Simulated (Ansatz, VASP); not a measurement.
# Two plane-wave programs on ZrPdSe3

```xyz
5
Lattice="4.7164 0.0000 0.0000 0.0000 4.7164 0.0000 0.0000 0.0000 4.7164" Properties=species:S:1:pos:R:3 pbc="T T T"
Zr    0.0000    0.0000    0.0000
Pd    2.3582    2.3582    2.3582
Se    0.0000    2.3582    2.3582
Se    2.3582    2.3582    0.0000
Se    2.3582    0.0000    2.3582
```

Change from the starting cell: species swapped into the DyRh3C type (Pm-3m, No. 221).

Alike in both runs: task relaxation of cell and atoms; functional PBE; k mesh 4 × 4 × 4; occupations gaussian, width 0.1 eV; no spin polarisation.

```csv
,VASP,Ansatz
version,VASP 6.6.1,Ansatz 0.2.0
potentials or method,"VASP PAW PBE potentials, release 64 (Zr_sv, Pd, Se), cutoff 500 eV","scalar-relativistic, plane waves, PAW"
valence electrons in the cell,40,78
```

```tsv
	VASP	Ansatz	Ansatz less VASP
gap on the k mesh at the Fermi level, each at its own relaxed structure (eV)	none	none	-
relaxed volume (Å³/atom)	22.91	22.90	-0.003
relaxed cell length with the largest relative difference (Å)	4.856	4.856	-0.0002
```

A gap of «none» marks a metal or a gap that the smearing closes. VASP's potentials hold 40 valence electrons a cell and Ansatz's 78, so a difference there can come from the potentials and not from the codes.

Noted on VASP's run: too few bands were computed for a metal, which touches its energy and stress.
